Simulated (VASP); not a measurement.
# Si4B in VASP: further runs

Runs on Si4B. Level: PBE. Tasks: relaxation of cell and atoms, single point.

Program: VASP 6.6.1. These are calculated values, not measurements. Logs are shortened: lines on timing, memory, paths and dates and some standing lists are left out, and cuts for length are marked.

### 1 The cell of the first run

Symmetry: I4_1/a, No. 88, tetragonal system. The conventional cell has a = 7.800 Å, b = 7.800 Å, c = 4.950 Å, α = 90.00°, β = 90.00°, γ = 90.00°. Si (site symmetry 1) has 1 B at 2.14 Å and 3 Si at 2.14 Å within 2.8 Å. Within 2.8 Å of B (site symmetry -4) lie 4 Si at 2.14 Å.

### 2 Relaxation of cell and atoms, PBE

INCAR

```
PREC = Accurate
ENCUT = 600
EDIFF = 1E-6
ISMEAR = 0
SIGMA = 0.2
LREAL = F
LASPH = T
NELM = 100
ALGO = Normal
ISIF = 3
LWAVE = F
LCHARG = F
GGA = PE
IBRION = 2
NSW = 36
EDIFFG = -0.08
```

KPOINTS

```
Automatic mesh
0
Gamma
  4 4 4
```

POSCAR

```
Si4B
1.0
   -3.9000000000      3.9000000000      2.4750000000
    3.9000000000     -3.9000000000      2.4750000000
    3.9000000000      3.9000000000     -2.4750000000
Si B
8 2
Direct
    0.4000000000      0.2000000000      0.6000000000
    0.3500000000      0.0500000000      0.9000000000
    0.6000000000      0.8000000000      0.4000000000
    0.5500000000      0.6500000000      0.7000000000
    0.8000000000      0.4000000000      0.2000000000
    0.1500000000      0.4500000000      0.1000000000
    0.9500000000      0.8500000000      0.3000000000
    0.2000000000      0.6000000000      0.8000000000
    0.7500000000      0.2500000000      0.5000000000
    0.0000000000      0.0000000000      0.0000000000
```

Potentials or basis: VASP PAW PBE potentials, release 64 (Si, B).

Run with:

```bash
$ cat potpaw_PBE.64/Si/POTCAR potpaw_PBE.64/B/POTCAR > POTCAR
$ mpirun -np 1 vasp_std > vasp.out
```

OUTCAR:

```text
PREC = Accurate
   ENCUT = 600
   EDIFF = 1E-6
   ISMEAR = 0
   LREAL = F
   LASPH = T
   NELM = 100
   ISIF = 3
   GGA = PE
   IBRION = 2
   NSW = 36
   EDIFFG = -0.08

 ion  position               nearest neighbor table
   1  0.400  0.200  0.600-   4 2.14   2 2.14   7 2.14   9 2.14
   2  0.350  0.050  0.900-   8 2.14   5 2.14   1 2.14  10 2.14
   3  0.600  0.800  0.400-   6 2.14   7 2.14   4 2.14   9 2.14
   4  0.550  0.650  0.700-   8 2.14   1 2.14  10 2.14   3 2.14
   5  0.800  0.400  0.200-   9 2.14   6 2.14   2 2.14   7 2.14
   6  0.150  0.450  0.100-   3 2.14   5 2.14   8 2.14  10 2.14
   7  0.950  0.850  0.300-  10 2.14   3 2.14   1 2.14   5 2.14
   8  0.200  0.600  0.800-   4 2.14   2 2.14   9 2.14   6 2.14
   9  0.750  0.250  0.500-   5 2.14   8 2.14   1 2.14   3 2.14
  10  0.000  0.000  0.000-   7 2.14   4 2.14   6 2.14   2 2.14

  LATTYP: Found a body centered tetragonal cell.
 ALAT       =     7.8000000000
 C/A-ratio  =     0.6346153846

  Lattice vectors:

 A1 = (  -3.9000000000,   3.9000000000,   2.4750000000)
 A2 = (   3.9000000000,  -3.9000000000,   2.4750000000)
 A3 = (   3.9000000000,   3.9000000000,  -2.4750000000)

Analysis of symmetry for initial positions (statically):
=====================================================================
 Subroutine PRICEL returns:
 Original cell was already a primitive cell.

 Routine SETGRP: Setting up the symmetry group for a
 body centered tetragonal supercell.

 Subroutine GETGRP returns: Found  8 space group operations
 (whereof  4 operations were pure point group operations)
 out of a pool of 16 trial point group operations.

The static configuration has the point symmetry S_4 .
 The point group associated with its full space group is C_4h.

Analysis of symmetry for dynamics (positions and initial velocities):
=====================================================================
 Subroutine PRICEL returns:
 Original cell was already a primitive cell.

 Routine SETGRP: Setting up the symmetry group for a
 body centered tetragonal supercell.

 Subroutine GETGRP returns: Found  8 space group operations
 (whereof  4 operations were pure point group operations)
 out of a pool of 16 trial point group operations.

The dynamic configuration has the point symmetry S_4 .
 The point group associated with its full space group is C_4h.

 Subroutine INISYM returns: Found  8 space group operations
 (whereof  4 operations are pure point group operations),
 and found     1 'primitive' translations

----------------------------------------------------------------------------------------

                                     Primitive cell

  volume of cell :     150.5790

  direct lattice vectors                    reciprocal lattice vectors
    -3.900000000  3.900000000  2.475000000     0.000000000  0.128205128  0.202020202
     3.900000000 -3.900000000  2.475000000     0.128205128  0.000000000  0.202020202
     3.900000000  3.900000000 -2.475000000     0.128205128  0.128205128  0.000000000

  length of vectors
     6.045297759  6.045297759  6.045297759     0.239267041  0.239267041  0.181309431

  position of ions in fractional coordinates (direct lattice)
     0.400000000  0.200000000  0.600000000
     0.350000000  0.050000000  0.900000000
     0.600000000  0.800000000  0.400000000
     0.550000000  0.650000000  0.700000000
     0.800000000  0.400000000  0.200000000
     0.150000000  0.450000000  0.100000000
     0.950000000  0.850000000  0.300000000
     0.200000000  0.600000000  0.800000000
     0.750000000  0.250000000  0.500000000
     0.000000000  0.000000000  0.000000000

  ion indices of the primitive-cell ions
   primitive index   ion index
                 1           1
                 2           2
                 3           3
                 4           4
                 5           5
                 6           6
                 7           7
                 8           8
                 9           9
                10          10

----------------------------------------------------------------------------------------

 KPOINTS: Automatic mesh

Automatic generation of k-mesh.
 Grid dimensions read from file:
 generate k-points for:    4    4    4

 Generating k-lattice:

  Cartesian coordinates                     Fractional coordinates (reciprocal lattice)
     0.000000000  0.032051282  0.050505051     0.250000000  0.000000000  0.000000000
     0.032051282  0.000000000  0.050505051     0.000000000  0.250000000  0.000000000
     0.032051282  0.032051282  0.000000000     0.000000000  0.000000000  0.250000000

  Length of vectors
     0.059816760  0.059816760  0.045327358

  Shift w.r.t. Gamma in fractional coordinates (k-lattice)
     0.000000000  0.000000000  0.000000000

 Subroutine IBZKPT returns following result:
 ===========================================

 Found     14 irreducible k-points:

 Following reciprocal coordinates:
            Coordinates               Weight
  0.000000  0.000000  0.000000      1.000000
  0.250000  0.000000 -0.000000      8.000000
  0.500000  0.000000 -0.000000      4.000000
  0.250000  0.250000 -0.000000      8.000000
  0.500000  0.250000  0.000000      8.000000
 -0.250000  0.500000 -0.000000      8.000000
 -0.250000  0.250000  0.000000      4.000000
  0.500000  0.500000 -0.000000      2.000000
  0.250000  0.250000  0.250000      2.000000
 -0.250000  0.250000  0.250000      4.000000
  0.500000  0.500000  0.250000      4.000000
 -0.250000  0.500000  0.250000      8.000000
 -0.250000 -0.250000  0.250000      2.000000
  0.500000  0.500000  0.500000      1.000000
   k-points           NKPTS =     14   k-points in BZ     NKDIM =     14   number of bands    NBANDS=     25
   number of dos      NEDOS =    301   number of ions     NIONS =     10
   total plane-waves  NPLWV = 110592
   dimension x,y,z NGX =    48 NGY =   48 NGZ =   48
   dimension x,y,z NGXF=    96 NGYF=   96 NGZF=   96
   ions per type =               8   2
   NGX,Y,Z   is equivalent  to a cutoff of  13.20, 13.20, 13.20 a.u.
   NGXF,Y,Z  is equivalent  to a cutoff of  26.40, 26.40, 26.40 a.u.
 SYSTEM =  unknown system
   PREC   = accura    normal or accurate (medium, high low for compatibility)
   ISTART =      0    job   : 0-new  1-cont  2-samecut
   ICHARG =      2    charge: 1-file 2-atom 10-const
   ISPIN  =      1    spin polarized calculation?
   LNONCOLLINEAR =      F non collinear calculations
   LSORBIT =      F    spin-orbit coupling
   LASPH  =      T    aspherical Exc in radial PAW
   ENCUT  =  600.0 eV  44.10 Ry    6.64 a.u.  12.07 12.07 12.07*2*pi/ulx,y,z
   NELM   =    100;   NELMIN=  2; NELMDL= -5     # of ELM steps
   EDIFF  = 0.1E-05   stopping-criterion for ELM
   LREAL  =      F    real-space projection
   EDIFFG = -.8E-01   stopping-criterion for IOM
   NSW    =     36    number of steps for IOM
   IBRION =      2    ionic relax: 0-MD 1-quasi-New 2-CG
   NFREE  =      1    steps in history (QN), initial steepest desc. (CG)
   ISIF   =      3    stress and relaxation
   ISYM   =      2    0-nonsym 1-usesym 2-fastsym
   POTIM  = 0.5000    time-step for ionic-motion
   TEBEG  =    0.0;   TEEND  =   0.0 temperature during run
   PSTRESS=    0.0 pullay stress
   NELECT =      38.0000    total number of electrons
   NUPDOWN=      -1.0000    fix difference up-down
   EMIN   =  10.00;   EMAX   =-10.00  energy-range for DOS
   EFERMI =   0.00;   METHOD = LEGACY
   ISMEAR =     0;   SIGMA  =   0.20  broadening in eV -4-tet -1-fermi 0-gaus
   EFERMI_NEDOS =   21; number of points for ismear=-14 and -15
   IALGO  =     38    algorithm
   IMIX   =      4    mixing-type and parameters
     AMIX     =   0.40;   BMIX     =  1.00
     AMIX_MAG =   1.60;   BMIX_MAG =  1.00
  volume/ion in A,a.u.               =      15.06       101.62
  Fermi-wavevector in a.u.,A,eV,Ry     =   1.034541  1.955000 14.561989  1.070276
  Thomas-Fermi vector in A             =   2.168842
   LORBIT       =      0    0 simple, 1 ext, 2 COOP (PROOUT), +10 PAW based schemes
   GGA     = PE    functional components
   LHFCALC =     F    Hartree Fock is set to
   AEXX    =    0.0000 exact exchange contribution
   IVDW    =     0    specifies the selected vdW correction
   LEPSILON=     F    determine dielectric tensor
   LRPA    =     F    only Hartree local field effects (RPA)
 conjugate gradient relaxation of ions
 non-spin polarized calculation
 Gauss-broadening in eV      SIGMA  =   0.20
  energy-cutoff  :      600.00
  volume of cell :      150.58
 maximum number of plane-waves:      5047
   NGX = 25   NGY = 25   NGZ = 25

--------------------------------------- Ionic step        1  -------------------------------------------

 number of electron      38.0000000 magnetization

 Free energy of the ion-electron system (eV)
  ---------------------------------------------------
  ext. energy  EPLUGINS =         0.00000000
  ---------------------------------------------------
  free energy    TOTEN  =       -51.29692607 eV

  energy without entropy =      -51.22939033  energy(sigma->0) =      -51.26315820

 E-fermi :   6.6122     XC(G=0): -10.2789

 val. band max:        6.5780553812   @ k =   0.5000   0.2500   0.0000
 cond. band min:       6.7498137740   @ k =   0.5000   0.5000  -0.0000
 fundamental gap:      0.1717583928
 Fermi energy:         6.6122144123

 k-point     1 :       0.0000    0.0000    0.0000
  band No.  band energies     occupation
      1      -6.0032      2.00000
      2      -2.3875      2.00000
      3      -2.2403      2.00000
      4      -2.2403      2.00000
      5      -0.8658      2.00000
      6       0.5908      2.00000
[... 506 lines left out ...]
  FREE ENERGIE OF THE ION-ELECTRON SYSTEM (eV)
  ---------------------------------------------------
  free  energy   TOTEN  =       -54.9201842720 eV

  energy  without entropy=      -54.8528470802  energy(sigma->0) =      -54.88651568

[... ionic steps 4 to 7 ...]

--------------------------------------- Ionic step        8  -------------------------------------------

 number of electron      38.0000000 magnetization

------------------------ aborting loop because EDIFF is reached ----------------------------------------

  FORCE on cell =-STRESS in cart. coord.  units (eV):
  Direction    XX          YY          ZZ          XY          YZ          ZX
  --------------------------------------------------------------------------------------
  -------------------------------------------------------------------------------------
  Total        0.0808016      0.0808016     -0.2511209     -0.0000000      0.0000000      0.0000000
  in kB        0.7601040      0.7601040     -2.3623049     -0.0000000      0.0000000      0.0000000
  external PRESSURE =      -0.2806990 kB  Pullay stress =       0.0000000 kB
[... 73 lines left out ...]
  energy  without entropy=      -55.3740303756  energy(sigma->0) =      -55.40916225

--------------------------------------- Ionic step       10  -------------------------------------------

 number of electron      38.0000001 magnetization

 Free energy of the ion-electron system (eV)
  ---------------------------------------------------
  ext. energy  EPLUGINS =         0.00000000
  ---------------------------------------------------
  free energy    TOTEN  =       -55.44643246 eV

  energy without entropy =      -55.37584202  energy(sigma->0) =      -55.41113724

 E-fermi :   5.4979     XC(G=0):  -9.8044

 val. band max:        5.4688592562   @ k =  -0.2500   0.2500   0.2500
 cond. band min:       5.5926030873   @ k =   0.5000   0.5000  -0.0000
 fundamental gap:      0.1237438310
 Fermi energy:         5.4979193093

 k-point     1 :       0.0000    0.0000    0.0000
  band No.  band energies     occupation
      1      -6.2388      2.00000
      2      -2.8640      2.00000
      3      -2.6575      2.00000
      4      -2.6575      2.00000
      5      -2.4226      2.00000
      6      -0.1798      2.00000
[... 418 lines left out ...]
  FREE ENERGIE OF THE ION-ELECTRON SYSTEM (eV)
  ---------------------------------------------------
  free  energy   TOTEN  =       -55.4464324564 eV

  energy  without entropy=      -55.3758420175  energy(sigma->0) =      -55.41113724

 reached required accuracy - stopping structural energy minimisation
```

Run time: 3.3 min. Hardware: 1 thread of Intel Xeon 6975P-C (Granite Rapids), shared host; peak memory 0.34 GiB.

What came out:

```
Free energy                           : -55.4464 eV
Relaxed volume                        : 17.00 Å³/atom
Relaxed cell                          : a = 6.301 Å, b = 6.301 Å, c = 6.301 Å, α = 99.56°, β = 99.56°, γ = 131.89°
Space group after relaxing (to 0.1 Å) : I4_1/a (No. 88)
Energy gained by relaxing             : 415.0 meV/atom
Ionic steps                           : 10
Pressure after relaxing               : 0.2 GPa
Largest force after relaxing          : 0.009 eV/Å
Band gap on the k mesh                : zero (bands 19 and 20 overlap by 2.17 eV)
```

Forces on the atoms (eV/Å):
```
Si   0.008  0.003  0.001
Si  -0.008 -0.003 -0.001
Si  -0.008 -0.003  0.001
Si   0.003 -0.008  0.001
Si   0.003 -0.008 -0.001
Si   0.008  0.003 -0.001
Si  -0.003  0.008  0.001
Si  -0.003  0.008 -0.001
B    0.000  0.000  0.000
B    0.000  0.000  0.000
```

Step by step:
```
step  energy change (eV)  largest force (eV/Å)  pressure (GPa)  volume (Å³)
   1              0.0000                3.9180           23.74       150.58
   2             -2.5173                0.1821          -12.79       204.62
   3             -3.6233                0.9969           -5.28       181.88
   4             -3.6267                1.0616           -4.75       180.81
   5             -4.1154                0.2698           -1.02       172.10
   6             -4.1359                0.1199            0.13       170.04
   7             -4.1359                0.1211            0.01       170.25
   8             -4.1413                0.0940           -0.03       170.32
   9             -4.1474                0.0818           -0.13       170.50
  10             -4.1495                0.0087            0.16       170.04
```

Final structure:
```
Si B
1.0
    -4.06835    4.06835    2.56838
     4.06835   -4.06835    2.56838
     4.06835    4.06835   -2.56838
Si B
8 2
Direct
  0.43595 0.21054 0.59480
  0.31405 0.03946 0.90520
  0.61574 0.84115 0.40520
  0.59115 0.68595 0.72541
  0.78946 0.38426 0.22541
  0.13426 0.40885 0.09480
  0.96054 0.86574 0.27459
  0.15885 0.56405 0.77459
  0.75000 0.25000 0.50000
  0.00000 0.00000 0.00000
```

Levels at points of the mesh, in eV from the Fermi level:
```
           k point  band 17  band 18  band 19  band 20  band 21  band 22
(0.00, 0.00, 0.00)    -2.05     1.08     1.08     1.13     3.59     3.87
(0.50, 0.00, 0.00)    -0.39    -0.33    -0.20    -0.10     3.09     3.76
(0.50, 0.50, 0.00)    -1.15    -1.15     0.09     0.09     1.68     1.68
(0.50, 0.50, 0.50)    -1.15    -1.15    -1.09    -1.09     1.67     1.67
```

Caveat: the k points lie up to 0.36 Å⁻¹ apart in the final cell, too coarse for converged energies and pressures of a metal.

(Part 1 of 2 ends here.)

The gap in the log of VASP goes by the Fermi energy; the results here count the filled bands.